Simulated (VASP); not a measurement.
Set up this calculation in VASP 6.6.1, as the native input.

```
Task                   : single point
Functional             : PBE
Potentials or basis    : VASP PAW PBE potentials, release 64 (Mg, I)
Cutoff                 : 520 eV
k mesh                 : 6 × 6 × 6
Occupations            : gaussian, width 0.01 eV
Spin                   : no spin polarisation
Dipole correction      : no
Further INCAR settings : ALGO = Normal; EDIFF = 1e-06; NBANDS = 15
```

The structure of MgI2 lies in POSCAR:

```
MgI2
1.0
    0.0000000000      3.8376821278      3.8376821278
    3.8376821278      0.0000000000      3.8376821278
    3.8376821278      3.8376821278      0.0000000000
Mg I
1 2
Direct
    0.0000000000      0.0000000000      0.0000000000
    0.2500000000      0.2500000000      0.2500000000
    0.7500000000      0.7500000000      0.7500000000
```

This cell differs from its parent crystal: volume changed by +6%.

The input as run:

INCAR

```
SYSTEM = MgI2
PREC = Accurate ; ENCUT = 520
EDIFF = 1E-6 ; ISMEAR = 0
SIGMA = 0.01 ; LREAL = .False.
LASPH = .True. ; NELM = 80
ALGO = Normal ; ISIF = 2
LWAVE = .False. ; LCHARG = .False.
GGA = PE ; NBANDS = 15
```

KPOINTS

```
Automatic mesh
0
Gamma
  6 6 6
  0 0 0
```

Potentials or basis: VASP PAW PBE potentials, release 64 (Mg, I).

Launch:

```bash
$ cat potpaw_PBE.64/Mg/POTCAR potpaw_PBE.64/I/POTCAR > POTCAR
$ mpirun -np 1 vasp_std > vasp.out
```

Results of the run:

```
Pressure               : -1.5 GPa
Band gap on the k mesh : 0.47 eV, indirect (least direct gap 1.18 eV)
```

Caveat: spin-orbit coupling is left out, which moves the levels of the heavy elements.

It took 13 s on 1 thread of Intel(R) Xeon(R) 6975P-C (Granite Rapids) (shared host), peak memory 0.24 GiB.
